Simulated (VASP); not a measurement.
# Sc (Cmmm) in VASP: density of states with LDA

Aim: the density of states of Sc with LDA.

Everything below comes from runs of VASP 6.6.1. Logs are shortened: lines on timing, memory, paths and dates and some standing lists are left out, and cuts for length are marked.

### Step 1. The cell of the first run

The typed cell holds 3 atoms: a = 5.122 Å, b = 5.122 Å, c = 3.233 Å, α = 90.00°, β = 90.00°, γ = 59.98°.

### Step 2. Density of states, LDA

POSCAR reads:

```
Sc
1.0
    4.4361841245     -2.5603943384      0.0024221828
    4.4361841245      2.5603943384      0.0024221828
   -0.0017406310      0.0000000000      3.2326113691
Sc
3
Direct
    0.3333446656      0.3333446656      0.9999977160
    0.0000000000      0.0000000000      0.5000000000
    0.6666553344      0.6666553344      0.0000022840
```

INCAR.step1 reads:

```
SYSTEM = Sc
  PREC = Accurate
  ENCUT = 520
  EDIFF = 1E-6
  ISMEAR = 0
  SIGMA = 0.1
  LREAL = .False.
  LASPH = .True.
  NELM = 100
  ALGO = Normal
  ISIF = 2
  LWAVE = .False.
  LCHARG = .True.
  LMAXMIX = 4
  NBANDS = 24
```

KPOINTS.step1 reads:

```
regular mesh
0
Gamma
  10 10 14
  0 0 0
```

INCAR.step2 reads:

```
SYSTEM = Sc
  PREC = Accurate
  ENCUT = 520
  EDIFF = 1E-6
  ISMEAR = -5
  SIGMA = 0.1
  LREAL = .False.
  LASPH = .True.
  NELM = 100
  ALGO = Normal
  ISIF = 2
  LWAVE = .False.
  LCHARG = .False.
  LMAXMIX = 4
  LORBIT = 11
  NEDOS = 2001
  ICHARG = 11
```

KPOINTS.step2 reads:

```
regular mesh
0
Gamma
  15 15 21
  0 0 0
```

Potentials or basis: VASP PAW LDA potentials, release 64 (Sc_sv).

Started as:

```
$ cat potpaw_LDA.64/Sc_sv/POTCAR > POTCAR
$ cp INCAR.step1 INCAR
$ cp KPOINTS.step1 KPOINTS
$ mpirun -np 1 vasp_std > vasp.out
$ cp INCAR.step2 INCAR
$ cp KPOINTS.step2 KPOINTS
$ mpirun -np 1 vasp_std > vasp.out
```

OUTCAR:

```text
SYSTEM = Sc
   PREC = Accurate
   ENCUT = 520
   EDIFF = 1E-6
   ISMEAR = -5
   LREAL = .False.
   LASPH = .True.
   NELM = 100
   ISIF = 2
   LORBIT = 11
   ICHARG = 11

 ion  position               nearest neighbor table
   1  0.333  0.333  1.000-   3 2.96   3 2.96   3 2.96   2 3.37   2 3.37   2 3.37   2 3.37   2 3.37
                             2 3.37
   2  0.000  0.000  0.500-   3 3.37   3 3.37   1 3.37   1 3.37   3 3.37   1 3.37   3 3.37   1 3.37
                             3 3.37   1 3.37   3 3.37   1 3.37
   3  0.667  0.667  0.000-   1 2.96   1 2.96   1 2.96   2 3.37   2 3.37   2 3.37   2 3.37   2 3.37
                             2 3.37

  LATTYP: Found a simple monoclinic cell.
 ALAT       =     5.1207886768
 B/A-ratio  =     0.6312722594
 C/A-ratio  =     1.0002455216
 COS(beta)  =    -0.4998772693

  Lattice vectors:

 A1 = (   0.0000000000,  -5.1207886768,   0.0000000000)
 A2 = (  -0.0017406310,   0.0000000000,   3.2326113691)
 A3 = (  -4.4361841245,   2.5603943384,  -0.0024221828)

Analysis of symmetry for initial positions (statically):
=====================================================================
 Subroutine PRICEL returns:
 Original cell was already a primitive cell.

 Routine SETGRP: Setting up the symmetry group for a
 simple monoclinic supercell.

 Subroutine GETGRP returns: Found  4 space group operations
 (whereof  4 operations were pure point group operations)
 out of a pool of  4 trial point group operations.

The static configuration has the point symmetry C_2h.

Analysis of symmetry for dynamics (positions and initial velocities):
=====================================================================
 Subroutine PRICEL returns:
 Original cell was already a primitive cell.

 Routine SETGRP: Setting up the symmetry group for a
 simple monoclinic supercell.

 Subroutine GETGRP returns: Found  4 space group operations
 (whereof  4 operations were pure point group operations)
 out of a pool of  4 trial point group operations.

The dynamic configuration has the point symmetry C_2h.

 Subroutine INISYM returns: Found  4 space group operations
 (whereof  4 operations are pure point group operations),
 and found     1 'primitive' translations

----------------------------------------------------------------------------------------

                                     Primitive cell

  volume of cell :      73.4345

  direct lattice vectors                    reciprocal lattice vectors
     4.436184125 -2.560394338  0.002422183     0.112709446 -0.195282419  0.000060689
     4.436184125  2.560394338  0.002422183     0.112709446  0.195282419  0.000060689
    -0.001740631  0.000000000  3.232611369    -0.000168905  0.000000000  0.309347333

  length of vectors
     5.122045941  5.122045941  3.232611838     0.225474269  0.225474269  0.309347379

  position of ions in fractional coordinates (direct lattice)
     0.333344666  0.333344666  0.999997716
     0.000000000  0.000000000  0.500000000
     0.666655334  0.666655334  0.000002284

  ion indices of the primitive-cell ions
   primitive index   ion index
                 1           1
                 2           2
                 3           3

----------------------------------------------------------------------------------------

 KPOINTS: regular mesh

Automatic generation of k-mesh.
 Grid dimensions read from file:
 generate k-points for:   15   15   21

 Generating k-lattice:

  Cartesian coordinates                     Fractional coordinates (reciprocal lattice)
     0.007513963 -0.013018828  0.000004046     0.066666667  0.000000000 -0.000000000
     0.007513963  0.013018828  0.000004046     0.000000000  0.066666667 -0.000000000
    -0.000008043  0.000000000  0.014730825     0.000000000  0.000000000  0.047619048

  Length of vectors
     0.015031618  0.015031618  0.014730828

  Shift w.r.t. Gamma in fractional coordinates (k-lattice)
     0.000000000  0.000000000  0.000000000

 TETIRR: Found  14142 inequivalent tetrahedra from    28350

 Subroutine IBZKPT returns following result:
 ===========================================

 Found   1243 irreducible k-points:

 Following reciprocal coordinates:
            Coordinates               Weight
  0.000000  0.000000  0.000000      1.000000
  0.066667  0.000000  0.000000      2.000000
 -0.000000 -0.066667 -0.000000      2.000000
  0.133333  0.000000  0.000000      2.000000
 -0.000000 -0.133333  0.000000      2.000000
  0.200000 -0.000000  0.000000      2.000000
[... 16 lines left out ...]
  0.333333  0.066667  0.000000      2.000000
 -0.066667 -0.333333  0.000000      2.000000
 [... further k-points ...]
   k-points           NKPTS =   1243   k-points in BZ     NKDIM =   1243   number of bands    NBANDS=     20
   number of dos      NEDOS =   2001   number of ions     NIONS =      3
   total plane-waves  NPLWV =  38400
   dimension x,y,z NGX =    40 NGY =   40 NGZ =   24
   dimension x,y,z NGXF=    80 NGYF=   80 NGZF=   48
   ions per type =               3
   NGX,Y,Z   is equivalent  to a cutoff of  12.98, 12.98, 12.34 a.u.
   NGXF,Y,Z  is equivalent  to a cutoff of  25.97, 25.97, 24.69 a.u.
 SYSTEM =  Sc
   PREC   = accura    normal or accurate (medium, high low for compatibility)
   ISTART =      0    job   : 0-new  1-cont  2-samecut
   ICHARG =     11    charge: 1-file 2-atom 10-const
   ISPIN  =      1    spin polarized calculation?
   LNONCOLLINEAR =      F non collinear calculations
   LSORBIT =      F    spin-orbit coupling
   LASPH  =      T    aspherical Exc in radial PAW
   ENCUT  =  520.0 eV  38.22 Ry    6.18 a.u.   9.52  9.52  6.01*2*pi/ulx,y,z
   NELM   =    100;   NELMIN=  2; NELMDL=  0     # of ELM steps
   EDIFF  = 0.1E-05   stopping-criterion for ELM
   LREAL  =      F    real-space projection
   EDIFFG = 0.1E-04   stopping-criterion for IOM
   NSW    =      0    number of steps for IOM
   IBRION =     -1    ionic relax: 0-MD 1-quasi-New 2-CG
   NFREE  =      0    steps in history (QN), initial steepest desc. (CG)
   ISIF   =      2    stress and relaxation
   ISYM   =      2    0-nonsym 1-usesym 2-fastsym
   POTIM  = 0.5000    time-step for ionic-motion
   TEBEG  =    0.0;   TEEND  =   0.0 temperature during run
   PSTRESS=    0.0 pullay stress
   NELECT =      33.0000    total number of electrons
   NUPDOWN=      -1.0000    fix difference up-down
   EMIN   =  10.00;   EMAX   =-10.00  energy-range for DOS
   EFERMI =   0.00;   METHOD = LEGACY
   ISMEAR =    -5;   SIGMA  =   0.10  broadening in eV -4-tet -1-fermi 0-gaus
   EFERMI_NEDOS =   21; number of points for ismear=-14 and -15
   IALGO  =     38    algorithm
   IMIX   =      4    mixing-type and parameters
     AMIX     =   0.40;   BMIX     =  1.00
     AMIX_MAG =   1.60;   BMIX_MAG =  1.00
  volume/ion in A,a.u.               =      24.48       165.19
  Fermi-wavevector in a.u.,A,eV,Ry     =   1.253948  2.369618 21.393598  1.572385
  Thomas-Fermi vector in A             =   2.387776
   LORBIT       =     11    0 simple, 1 ext, 2 COOP (PROOUT), +10 PAW based schemes
   GGA     = CA    functional components
   LHFCALC =     F    Hartree Fock is set to
   AEXX    =    0.0000 exact exchange contribution
   IVDW    =     0    specifies the selected vdW correction
   LEPSILON=     F    determine dielectric tensor
   LRPA    =     F    only Hartree local field effects (RPA)
 non-spin polarized calculation
 Fermi weights with tetrahedron method with Bloechl corrections
  energy-cutoff  :      520.00
  volume of cell :       73.43
 maximum number of plane-waves:      2022
 NGX is ok and might be reduce to    40

 number of electron      33.0000003 magnetization

 Free energy of the ion-electron system (eV)
  ---------------------------------------------------
  ext. energy  EPLUGINS =         0.00000000
  ---------------------------------------------------
  free energy    TOTEN  =       -19.90949919 eV

  energy without entropy =      -19.90949919  energy(sigma->0) =      -19.90949919

 E-fermi :   3.4329     XC(G=0): -10.1680

 val. band max:        3.4446964808   @ k =  -0.0667  -0.1333  -0.0952
 cond. band min:       3.4312301525   @ k =  -0.2667  -0.3333  -0.2857
 fundamental gap:     -0.0134663282
 Fermi energy:         3.4328895713

 k-point     1 :       0.0000    0.0000    0.0000
  band No.  band energies     occupation
      1     -45.3488      2.00000
      2     -45.2886      2.00000
      3     -45.2195      2.00000
      4     -24.4448      2.00000
      5     -24.4447      2.00000
      6     -24.3494      2.00000
[... 12 lines left out ...]
     19       4.0995      0.00000
     20       5.0010      0.00000

 k-point     2 :       0.0667    0.0000    0.0000
  band No.  band energies     occupation
      1     -45.3477      2.00000
      2     -45.2887      2.00000
      3     -45.2205      2.00000
      4     -24.4532      2.00000
      5     -24.4491      2.00000
      6     -24.3403      2.00000
[... 12 lines left out ...]
     19       4.1835      0.00000
     20       5.0114      0.00000

 k-point     3 :      -0.0000   -0.0667   -0.0000
  band No.  band energies     occupation
      1     -45.3477      2.00000
      2     -45.2887      2.00000
      3     -45.2205      2.00000
      4     -24.4532      2.00000
      5     -24.4491      2.00000
      6     -24.3403      2.00000
[... 12 lines left out ...]
     19       4.1836      0.00000
     20       5.0117      0.00000

 k-point     4 :       0.1333    0.0000    0.0000
  band No.  band energies     occupation
      1     -45.3446      2.00000
      2     -45.2890      2.00000
      3     -45.2234      2.00000
      4     -24.4719      2.00000
      5     -24.4559      2.00000
      6     -24.3199      2.00000
[... 429 lines left out ...]
 k-point    23 :       0.3333    0.0667    0.0000
  band No.  band energies     occupation
      1     -45.3299      2.00000
      2     -45.2893      2.00000
      3     -45.2380      2.00000
      4     -24.5176      2.00000
      5     -24.4452      2.00000
      6     -24.2665      2.00000
[... 12 lines left out ...]
     19       4.4407      0.00000
     20       4.8791      0.00000

 k-point    24 :      -0.0667   -0.3333    0.0000
  band No.  band energies     occupation
      1     -45.3299      2.00000
      2     -45.2893      2.00000
      3     -45.2380      2.00000
      4     -24.5176      2.00000
      5     -24.4452      2.00000
      6     -24.2665      2.00000
[... 12 lines left out ...]
     19       4.4408      0.00000
     20       4.8719      0.00000

 [... further k-points ...]
[... 5 lines left out ...]
  --------------------------------------------------------------------------------------
  -------------------------------------------------------------------------------------
  Total       -2.3581493     -2.3595504     -2.0447183     -0.0000022     -0.0000000     -0.0001866
  in kB      -51.4495797    -51.4801505    -44.6112133     -0.0000490     -0.0000000     -0.0040704
  external PRESSURE =     -49.1803145 kB  Pullay stress =       0.0000000 kB

 VOLUME and BASIS-vectors are now :
 -----------------------------------------------------------------------------
  energy-cutoff  :      520.00
  volume of cell :       73.43
      direct lattice vectors                 reciprocal lattice vectors
     4.436184125 -2.560394338  0.002422183     0.112709446 -0.195282419  0.000060689
     4.436184125  2.560394338  0.002422183     0.112709446  0.195282419  0.000060689
    -0.001740631  0.000000000  3.232611369    -0.000168905  0.000000000  0.309347333

 POSITION                                       TOTAL-FORCE (eV/Angst)
 -----------------------------------------------------------------------------------
      2.95582      0.00000      3.23422        -0.000202      0.000002     -0.000000
     -0.00087      0.00000      1.61631         0.000000      0.000000      0.000000
      5.91481      0.00000      0.00324         0.000202     -0.000002      0.000000
 -----------------------------------------------------------------------------------
    total drift:                                0.000000      0.000000      0.000000

  FREE ENERGIE OF THE ION-ELECTRON SYSTEM (eV)
  ---------------------------------------------------
  free  energy   TOTEN  =       -19.9094991909 eV

  energy  without entropy=      -19.9094991909  energy(sigma->0) =      -19.90949919

 total charge

# of ion       s       p       d       tot
------------------------------------------
    1        2.283   6.090   1.076   9.449
    2        2.264   6.114   0.980   9.359
    3        2.283   6.090   1.076   9.449
--------------------------------------------------
tot          6.831  18.294   3.132  28.257
```

It took 30 min on 1 thread of Intel Xeon Platinum 8488C (Sapphire Rapids), shared host; peak memory 1.4 GiB.

What came out:

- Valence electrons inside the program's atomic spheres: Sc 9.45, 9.36

Caveat: tetrahedron occupations give inexact forces and stress in metals.
